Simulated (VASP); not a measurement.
# ScInSbP3 (P-6m2) in VASP: notebook

The runs below take ScInSbP3 through single point, relaxation of cell and atoms, with PBE.

Program: VASP 6.6.1. These are calculated values, not measurements. Logs are shortened: lines on timing, memory, paths and dates and some standing lists are left out, and cuts for length are marked.

### Step 1. The cell of the first run

The structure is hexagonal, space group P-6m2 (No. 187). Conventional cell: a = 5.355 Å, b = 5.355 Å, c = 5.636 Å, α = 90.00°, β = 90.00°, γ = 120.00°. Within 3.5 Å of Sc (site symmetry -6m2) lie 6 P at 2.68 Å. Within 4.1 Å of In (site symmetry -6m2) lie 3 Sb at 3.09 Å and 6 P at 3.29 Å. Sb (site symmetry -6m2) has 3 In at 3.09 Å and 6 P at 3.14 Å within 4.1 Å. P (site symmetry mm2) has 4 P at 2.42 to 2.94 Å and 2 Sc at 2.68 Å and 2 Sb at 3.14 Å within 3.2 Å.

### Step 2. Single point, PBE

Contents of INCAR:

```
ALGO = Normal ; EDIFF = 1E-6
ENCUT = 520 ; GGA = PE
ISIF = 2 ; ISMEAR = 0
LASPH = True ; LCHARG = False
LREAL = False ; LWAVE = False
NBANDS = 31 ; NELM = 60
PREC = Accurate ; SIGMA = 0.1
```

Contents of KPOINTS:

```
k-points
0
Gamma
  6 6 4
```

Contents of POSCAR:

```
ScInSbP3
1.0
    5.3546042349      0.0000000000      0.0000000000
   -2.6773021174      4.6372232946      0.0000000000
    0.0000000000      0.0000000000      5.6363386632
Sc In Sb P
1 1 1 3
Direct
    0.6666666667      0.3333333333      0.0000000000
    0.3333333333      0.6666666667      0.5000000000
    0.0000000000      0.0000000000      0.5000000000
    0.1503806416      0.8496193584      0.0000000000
    0.1503806416      0.3007612832      0.0000000000
    0.6992387168      0.8496193584      0.0000000000
```

Potentials or basis: VASP PAW PBE potentials, release 64 (Sc_sv, In_d, Sb, P).

On the command line:

```
cat potpaw_PBE.64/Sc_sv/POTCAR potpaw_PBE.64/In_d/POTCAR potpaw_PBE.64/Sb/POTCAR potpaw_PBE.64/P/POTCAR > POTCAR
mpirun -np 1 vasp_std > vasp.out
```

OUTCAR:

```text
EDIFF = 1E-6
   ENCUT = 520
   GGA = PE
   ISIF = 2
   ISMEAR = 0
   LASPH = True
   LREAL = False
   NELM = 60
   PREC = Accurate

 ion  position               nearest neighbor table
   1  0.667  0.333  0.000-   6 2.68   5 2.68   4 2.68   4 2.68   6 2.68   5 2.68
   2  0.333  0.667  0.500-   3 3.09   3 3.09   3 3.09   4 3.29   4 3.29   5 3.29   5 3.29   6 3.29
                             6 3.29
   3  0.000  0.000  0.500-   2 3.09   2 3.09   2 3.09   5 3.14   5 3.14   4 3.14   4 3.14   6 3.14
                             6 3.14
   4  0.150  0.850  0.000-   5 2.42   6 2.42   1 2.68   1 2.68   5 2.94   6 2.94   3 3.14   3 3.14
                             2 3.29   2 3.29
   5  0.150  0.301  0.000-   4 2.42   6 2.42   1 2.68   1 2.68   4 2.94   6 2.94   3 3.14   3 3.14
                             2 3.29   2 3.29
   6  0.699  0.850  0.000-   5 2.42   4 2.42   1 2.68   1 2.68   5 2.94   4 2.94   3 3.14   3 3.14
                             2 3.29   2 3.29

  LATTYP: Found a hexagonal cell.
 ALAT       =     5.3546042349
 C/A-ratio  =     1.0526153598

  Lattice vectors:

 A1 = (   5.3546042349,   0.0000000000,   0.0000000000)
 A2 = (  -2.6773021174,   4.6372232946,   0.0000000000)
 A3 = (   0.0000000000,   0.0000000000,   5.6363386632)

Analysis of symmetry for initial positions (statically):
=====================================================================
 Subroutine PRICEL returns:
 Original cell was already a primitive cell.

 Routine SETGRP: Setting up the symmetry group for a
 hexagonal supercell.

 Subroutine GETGRP returns: Found 12 space group operations
 (whereof 12 operations were pure point group operations)
 out of a pool of 24 trial point group operations.

The static configuration has the point symmetry D_3h.

Analysis of symmetry for dynamics (positions and initial velocities):
=====================================================================
 Subroutine PRICEL returns:
 Original cell was already a primitive cell.

 Routine SETGRP: Setting up the symmetry group for a
 hexagonal supercell.

 Subroutine GETGRP returns: Found 12 space group operations
 (whereof 12 operations were pure point group operations)
 out of a pool of 24 trial point group operations.

The dynamic configuration has the point symmetry D_3h.

 Subroutine INISYM returns: Found 12 space group operations
 (whereof 12 operations are pure point group operations),
 and found     1 'primitive' translations

----------------------------------------------------------------------------------------

                                     Primitive cell

  volume of cell :     139.9531

  direct lattice vectors                    reciprocal lattice vectors
     5.354604235  0.000000000  0.000000000     0.186755165  0.107823145  0.000000000
    -2.677302117  4.637223295  0.000000000     0.000000000  0.215646290  0.000000000
     0.000000000  0.000000000  5.636338663     0.000000000  0.000000000  0.177420141

  length of vectors
     5.354604235  5.354604235  5.636338663     0.215646290  0.215646290  0.177420141

  position of ions in fractional coordinates (direct lattice)
     0.666666667  0.333333333  0.000000000
     0.333333333  0.666666667  0.500000000
     0.000000000  0.000000000  0.500000000
     0.150380642  0.849619358  0.000000000
     0.150380642  0.300761283  0.000000000
     0.699238717  0.849619358  0.000000000

  ion indices of the primitive-cell ions
   primitive index   ion index
                 1           1
                 2           2
                 3           3
                 4           4
                 5           5
                 6           6

----------------------------------------------------------------------------------------

 KPOINTS: k-points

Automatic generation of k-mesh.
 Grid dimensions read from file:
 generate k-points for:    6    6    4

 Generating k-lattice:

  Cartesian coordinates                     Fractional coordinates (reciprocal lattice)
     0.031125861  0.017970524  0.000000000     0.166666667  0.000000000  0.000000000
     0.000000000  0.035941048  0.000000000     0.000000000  0.166666667  0.000000000
     0.000000000  0.000000000  0.044355035     0.000000000  0.000000000  0.250000000

  Length of vectors
     0.035941048  0.035941048  0.044355035

  Shift w.r.t. Gamma in fractional coordinates (k-lattice)
     0.000000000  0.000000000  0.000000000

 Subroutine IBZKPT returns following result:
 ===========================================

 Found     21 irreducible k-points:

 Following reciprocal coordinates:
            Coordinates               Weight
  0.000000  0.000000  0.000000      1.000000
  0.166667 -0.000000  0.000000      6.000000
  0.333333 -0.000000  0.000000      6.000000
  0.500000 -0.000000  0.000000      3.000000
  0.166667  0.166667  0.000000      6.000000
  0.333333  0.166667  0.000000     12.000000
[... 13 lines left out ...]
  0.333333  0.166667  0.500000     12.000000
  0.333333  0.333333  0.500000      2.000000
   k-points           NKPTS =     21   k-points in BZ     NKDIM =     21   number of bands    NBANDS=     31
   number of dos      NEDOS =    301   number of ions     NIONS =      6
   total plane-waves  NPLWV =  67200
   dimension x,y,z NGX =    40 NGY =   40 NGZ =   42
   dimension x,y,z NGXF=    80 NGYF=   80 NGZF=   84
   ions per type =               1   1   1   3
   NGX,Y,Z   is equivalent  to a cutoff of  12.42, 12.42, 12.39 a.u.
   NGXF,Y,Z  is equivalent  to a cutoff of  24.84, 24.84, 24.78 a.u.
 SYSTEM =  unknown system
   PREC   = accura    normal or accurate (medium, high low for compatibility)
   ISTART =      0    job   : 0-new  1-cont  2-samecut
   ICHARG =      2    charge: 1-file 2-atom 10-const
   ISPIN  =      1    spin polarized calculation?
   LNONCOLLINEAR =      F non collinear calculations
   LSORBIT =      F    spin-orbit coupling
   LASPH  =      T    aspherical Exc in radial PAW
   ENCUT  =  520.0 eV  38.22 Ry    6.18 a.u.   9.96  9.96 10.48*2*pi/ulx,y,z
   NELM   =     60;   NELMIN=  2; NELMDL= -5     # of ELM steps
   EDIFF  = 0.1E-05   stopping-criterion for ELM
   LREAL  =      F    real-space projection
   EDIFFG = 0.1E-04   stopping-criterion for IOM
   NSW    =      0    number of steps for IOM
   IBRION =     -1    ionic relax: 0-MD 1-quasi-New 2-CG
   NFREE  =      0    steps in history (QN), initial steepest desc. (CG)
   ISIF   =      2    stress and relaxation
   ISYM   =      2    0-nonsym 1-usesym 2-fastsym
   POTIM  = 0.5000    time-step for ionic-motion
   TEBEG  =    0.0;   TEEND  =   0.0 temperature during run
   PSTRESS=    0.0 pullay stress
   NELECT =      44.0000    total number of electrons
   NUPDOWN=      -1.0000    fix difference up-down
   EMIN   =  10.00;   EMAX   =-10.00  energy-range for DOS
   EFERMI =   0.00;   METHOD = LEGACY
   ISMEAR =     0;   SIGMA  =   0.10  broadening in eV -4-tet -1-fermi 0-gaus
   EFERMI_NEDOS =   21; number of points for ismear=-14 and -15
   IALGO  =     38    algorithm
   IMIX   =      4    mixing-type and parameters
     AMIX     =   0.40;   BMIX     =  1.00
     AMIX_MAG =   1.60;   BMIX_MAG =  1.00
  volume/ion in A,a.u.               =      23.33       157.41
  Fermi-wavevector in a.u.,A,eV,Ry     =   1.113179  2.103603 16.859889  1.239167
  Thomas-Fermi vector in A             =   2.249761
   LORBIT       =      0    0 simple, 1 ext, 2 COOP (PROOUT), +10 PAW based schemes
   GGA     = PE    functional components
   LHFCALC =     F    Hartree Fock is set to
   AEXX    =    0.0000 exact exchange contribution
   IVDW    =     0    specifies the selected vdW correction
   LEPSILON=     F    determine dielectric tensor
   LRPA    =     F    only Hartree local field effects (RPA)
 non-spin polarized calculation
 Gauss-broadening in eV      SIGMA  =   0.10
  energy-cutoff  :      520.00
  volume of cell :      139.95
 maximum number of plane-waves:      3801
 NGX is ok and might be reduce to    40
   NGX = 19   NGY = 19   NGZ = 21

 number of electron      44.0000009 magnetization

 Free energy of the ion-electron system (eV)
  ---------------------------------------------------
  ext. energy  EPLUGINS =         0.00000000
  ---------------------------------------------------
  free energy    TOTEN  =       -28.74289167 eV

  energy without entropy =      -28.73051699  energy(sigma->0) =      -28.73670433

 E-fermi :   6.3633     XC(G=0):  -9.7509

 val. band max:        6.3022395029   @ k =   0.0000   0.0000   0.5000
 cond. band min:       6.4112432612   @ k =   0.5000  -0.0000   0.2500
 fundamental gap:      0.1090037583
 Fermi energy:         6.3632588469

 k-point     1 :       0.0000    0.0000    0.0000
  band No.  band energies     occupation
      1     -43.7771      2.00000
      2     -22.6360      2.00000
      3     -22.3341      2.00000
      4     -22.3341      2.00000
      5      -8.1461      2.00000
      6      -8.1273      2.00000
[... 23 lines left out ...]
     30       8.9469      0.00000
     31       8.9470      0.00000

 k-point     2 :       0.1667   -0.0000    0.0000
  band No.  band energies     occupation
      1     -43.7771      2.00000
      2     -22.6359      2.00000
      3     -22.3355      2.00000
      4     -22.3345      2.00000
      5      -8.1401      2.00000
      6      -8.1344      2.00000
[... 23 lines left out ...]
     30       9.4260      0.00000
     31       9.5430      0.00000

 k-point     3 :       0.3333   -0.0000    0.0000
  band No.  band energies     occupation
      1     -43.7771      2.00000
      2     -22.6359      2.00000
      3     -22.3382      2.00000
      4     -22.3352      2.00000
      5      -8.1463      2.00000
      6      -8.1293      2.00000
[... 601 lines left out ...]
     30       8.9304      0.00000
     31       9.2676      0.00000

 k-point    21 :       0.3333    0.3333    0.5000
  band No.  band energies     occupation
      1     -43.7770      2.00000
      2     -22.6360      2.00000
      3     -22.3384      2.00000
      4     -22.3376      2.00000
      5      -8.1408      2.00000
      6      -8.1160      2.00000
[... 23 lines left out ...]
     30       9.1438      0.00000
     31       9.2863      0.00000

------------------------ aborting loop because EDIFF is reached ----------------------------------------

  FORCE on cell =-STRESS in cart. coord.  units (eV):
  Direction    XX          YY          ZZ          XY          YZ          ZX
  --------------------------------------------------------------------------------------
  -------------------------------------------------------------------------------------
  Total       -0.0135580     -0.0135580     -0.2288774     -0.0000000      0.0000000     -0.0000000
  in kB       -0.1552115     -0.1552115     -2.6201789     -0.0000000      0.0000000     -0.0000000
  external PRESSURE =      -0.9768673 kB  Pullay stress =       0.0000000 kB

 VOLUME and BASIS-vectors are now :
 -----------------------------------------------------------------------------
  energy-cutoff  :      520.00
  volume of cell :      139.95
      direct lattice vectors                 reciprocal lattice vectors
     5.354604235  0.000000000  0.000000000     0.186755165  0.107823145  0.000000000
    -2.677302117  4.637223295  0.000000000     0.000000000  0.215646290  0.000000000
     0.000000000  0.000000000  5.636338663     0.000000000  0.000000000  0.177420141

 POSITION                                       TOTAL-FORCE (eV/Angst)
 -----------------------------------------------------------------------------------
      2.67730      1.54574      0.00000        -0.000000      0.000000     -0.000000
     -0.00000      3.09148      2.81817        -0.000000      0.000000     -0.000000
      0.00000      0.00000      2.81817         0.000000      0.000000     -0.000000
     -1.46946      3.93987      0.00000        -0.063257      0.036522     -0.000000
      0.00000      1.39470      0.00000        -0.000000     -0.073043      0.000000
      1.46946      3.93987      0.00000         0.063257      0.036522     -0.000000
 -----------------------------------------------------------------------------------
    total drift:                                0.000000     -0.000000     -0.000000

  FREE ENERGIE OF THE ION-ELECTRON SYSTEM (eV)
  ---------------------------------------------------
  free  energy   TOTEN  =       -28.7428916705 eV

  energy  without entropy=      -28.7305169902  energy(sigma->0) =      -28.73670433
```

Wall time 72 s (1 thread of Intel Xeon Platinum 8488C (Sapphire Rapids), shared host); peak memory 0.3 GiB.

What came out:

| Property | Result |
| --- | --- |
| Free energy | -28.7429 eV |
| Pressure | -0.1 GPa |
| Largest force | 0.073 eV/Å |
| Band gap on the k mesh | zero (band 22 reaches 6.71 eV, above the bottom of band 23 at 5.74 eV) |

Forces in eV/Å, atoms in the order of the input:
```
Sc   0.000  0.000  0.000
In   0.000  0.000  0.000
Sb   0.000  0.000  0.000
P   -0.063  0.037  0.000
P    0.000 -0.073  0.000
P    0.063  0.037  0.000
```

Levels at points of the mesh, in eV from the Fermi level:
```
           k point  band 18  band 19  band 20  band 21  band 22  band 23  band 24  band 25  band 26  band 27
(0.00, 0.00, 0.00)    -2.30    -1.39    -1.39    -0.78    -0.78     0.62     0.62     0.71     0.95     1.63
(0.50, 0.00, 0.00)    -3.06    -2.28    -2.01    -1.45    -0.97    -0.63    -0.19     1.65     1.86     1.95
(0.00, 0.00, 0.50)    -2.99    -2.99    -2.08    -1.21    -0.06    -0.06     1.63     1.81     1.81     1.91
(0.50, 0.00, 0.50)    -2.30    -2.23    -1.02    -0.95    -0.48    -0.22     0.18     0.94     1.03     2.02
```

Caveat: spin-orbit coupling is left out, which moves the levels of the heavy elements.

### Step 3. Single point, PBE

This run uses another cell than the first one, of 26.79 Å³/atom, 1.149 times its volume.

Contents of INCAR:

```
SYSTEM = ScInSbP3
ALGO     = Normal         ! electronic algorithm
EDIFF    = 1E-6           ! SCF threshold, eV
ENCUT    = 520            ! plane-wave cutoff, eV
GGA      = PE             ! functional
ISIF     = 2              ! what is computed and relaxed
ISMEAR   = 0              ! smearing method
LASPH    = .True.         ! aspherical terms in the spheres
LCHARG   = .False.        ! write CHGCAR
LREAL    = .False.        ! projectors in reciprocal space
LWAVE    = .False.        ! write WAVECAR
NBANDS   = 31             ! bands
NELM     = 100            ! most SCF steps
PREC     = Accurate       ! precision mode
SIGMA    = 0.1            ! smearing width, eV
```

Contents of KPOINTS:

```
k-points
0
Gamma
  6 6 4
  0 0 0
```

Contents of POSCAR:

```
ScInSbP3
1.0
    5.3774526600      0.0000000000      0.0000000000
   -2.6887263300      4.6570106100      0.0000000000
    0.0000000000      0.0000000000      6.4187000300
Sc In Sb P
1 1 1 3
Direct
    0.6666666700      0.3333333300      0.0000000000
    0.3333333300      0.6666666700      0.5000000000
    0.0000000000      0.0000000000      0.5000000000
    0.1418073500      0.8581926500      0.0000000000
    0.1418073500      0.2836147000      0.0000000000
    0.7163853000      0.8581926500      0.0000000000
```

Potentials or basis: VASP PAW PBE potentials, release 64 (Sc_sv, In_d, Sb, P).

On the command line:

```
cat potpaw_PBE.64/Sc_sv/POTCAR potpaw_PBE.64/In_d/POTCAR potpaw_PBE.64/Sb/POTCAR potpaw_PBE.64/P/POTCAR > POTCAR
mpirun -np 1 vasp_std > vasp.out
```

Wall time 91 s (1 thread of Intel Xeon Platinum 8488C (Sapphire Rapids), shared host); peak memory 0.33 GiB.

The run converged. Its results:

```yaml
Free_energy: -28.3559 eV
Pressure: -2.9 GPa
Largest_force: 0.501 eV/Å
Band_gap_on_the_k_mesh: zero (band 22 reaches 5.49 eV, above the bottom of band 23 at 4.57 eV)
```

Forces in eV/Å, atoms in the order of the input:
```
Sc   0.000  0.000  0.000
In   0.000  0.000  0.000
Sb   0.000  0.000  0.000
P    0.434 -0.251  0.000
P    0.000  0.501  0.000
P   -0.434 -0.251  0.000
```

Stress tensor (GPa, compression positive):
```
-2.56  0.00  0.00
 0.00 -2.56  0.00
 0.00  0.00 -3.71
```

Levels at points of the mesh, in eV from the Fermi level:
| k point | band 20 | band 21 | band 22 | band 23 | band 24 | band 25 |
| --- | --- | --- | --- | --- | --- | --- |
| (0.00, 0.00, 0.00) | -1.39 | -0.36 | -0.36 | 0.76 | 0.76 | 1.07 |
| (0.50, 0.00, 0.00) | -2.03 | -1.09 | -0.61 | -0.44 | 0.48 | 1.31 |
| (0.00, 0.00, 0.50) | -2.15 | -1.70 | 0.40 | 0.40 | 0.98 | 0.98 |
| (0.50, 0.00, 0.50) | -1.01 | -0.88 | -0.61 | -0.38 | 0.19 | 0.38 |

Caveat: spin-orbit coupling is left out, which moves the levels of the heavy elements; this functional lacks dispersion, which binds the layers, so the pressure and a relaxed spacing across them are unreliable.

(Part 1 of 2 ends here.)
